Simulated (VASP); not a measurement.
Runs of VASP 6.6.1 on Pt. The structure is that of space group P6_3/mmc (No. 194), or close to it. The cells are those of the table. This isn't the form of Pt at room conditions, which is fcc.

| cell | gap on the mesh (eV) | pressure (GPa) |
| --- | --- | --- |
| a = 2.776, b = 2.776, c = 4.794 Å, angles 90.0, 90.0, 120.0°, 2 atoms | none | (b) |
| a = 2.663, b = 2.663, c = 4.599 Å, angles 90.0, 90.0, 120.0°, 2 atoms | none | 17.2 |
| a = 2.640, b = 2.640, c = 4.560 Å, angles 90.0, 90.0, 120.0°, 2 atoms | none | (a) |
| a = 2.753, b = 2.753, c = 4.756 Å, angles 90.0, 90.0, 120.0°, 2 atoms | none | -13.4 |
| a = 2.686, b = 2.686, c = 4.639 Å, angles 90.0, 90.0, 120.0°, 2 atoms | none | 7.8 |

Alike in all rows: task single point; level LDA; potentials or basis VASP PAW LDA potentials, release 64 (Pt_sv_GW); no spin polarisation; k mesh 18 × 18 × 10; cutoff (eV) 570; smearing gaussian 0.15 eV.

Question: Estimate the missing entries.

Answer: (a) 27.8; (b) -18.6.

Caveats: spin-orbit coupling is left out, which moves the levels of the heavy elements; the cell stands under pressure (at least some runs); the cell stands under tension (at least some runs).

A k mesh can miss the band edges, and the runs leave out spin-orbit coupling on Pt.

A gap of «none» marks levels without a gap at the run's occupations.
